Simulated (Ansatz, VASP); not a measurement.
## Rb in VASP and in Ansatz

Contents of INCAR:

```
SYSTEM = Rb
  PREC = Accurate
  ENCUT = 520
  EDIFF = 1E-8
  ISMEAR = -1
  SIGMA = 0.08
  LREAL = .False.
  LASPH = .True.
  NELM = 60
  ALGO = Normal
  ISIF = 2
  LWAVE = .False.
  LCHARG = .False.
  GGA = PE
  LEFG = .True.
  NBANDS = 10
```

Contents of KPOINTS:

```
Automatic mesh
0
Gamma
  10 10 10
  0 0 0
```

File POSCAR:

```
Rb
1.0
    4.6246684157      0.0000000000      0.0000000000
    0.0000000000      4.6246684157      0.0000000000
    0.0000000000      0.0000000000      4.6246684157
Rb
1
Direct
    0.0000000000      0.0000000000      0.0000000000
```

Input for Ansatz:

```yaml
crystal:
  lattice:
    - [4.6246684157, 0.0, 0.0]
    - [0.0, 4.6246684157, 0.0]
    - [0.0, 0.0, 4.6246684157]
  atoms:
    - { symbol: Rb, position: [0.0, 0.0, 0.0] }
kpoints:
  mp_grid: { grid: [10, 10, 10] }
  band_path:
    path:
      - [0.0, 0.0, 0.0]
      - [0.0, 0.5, 0.0]
      - [0.5, 0.5, 0.0]
      - [0.0, 0.0, 0.0]
      - [0.5, 0.5, 0.5]
      - [0.0, 0.5, 0.0]
      - [0.5, 0.5, 0.5]
      - [0.5, 0.5, 0.0]
    npoints: 14
scf:
  occupations: { method: fermi_dirac, width: 0.08 }
hamiltonian:
  xc: pbe
  pseudopotentials: { kind: paw }
output:
  forces: true
  stress: true
  eigenvalues: true
  efg: { contact_densities: true }
  populations: true
  bader: true
  dos: { projected: true, de: 0.2, e_range: [-14, 8] }
  write_density: true
  write_potential: true
  elf: true
  volumetric_format: npy
```

Alike in both runs: task electric field gradients; functional PBE; k mesh 10 × 10 × 10; occupations fermi-dirac, width 0.08 eV; no spin polarisation.

|  | VASP | Ansatz |
| --- | --- | --- |
| version | VASP 6.6.1 | Ansatz 0.2.0 |
| potentials or method | VASP PAW PBE potentials, release 64 (Rb_sv) | PAW with Ansatz's default frozen-core files, scalar-relativistic |
| plane-wave cutoff (eV) | 520 | 420 |
| valence electrons in the cell | 9 | 9 |

|  | VASP | Ansatz | Ansatz less VASP |
| --- | --- | --- | --- |
| pressure (GPa) | 0.0 | 0.0 | 0.00 |
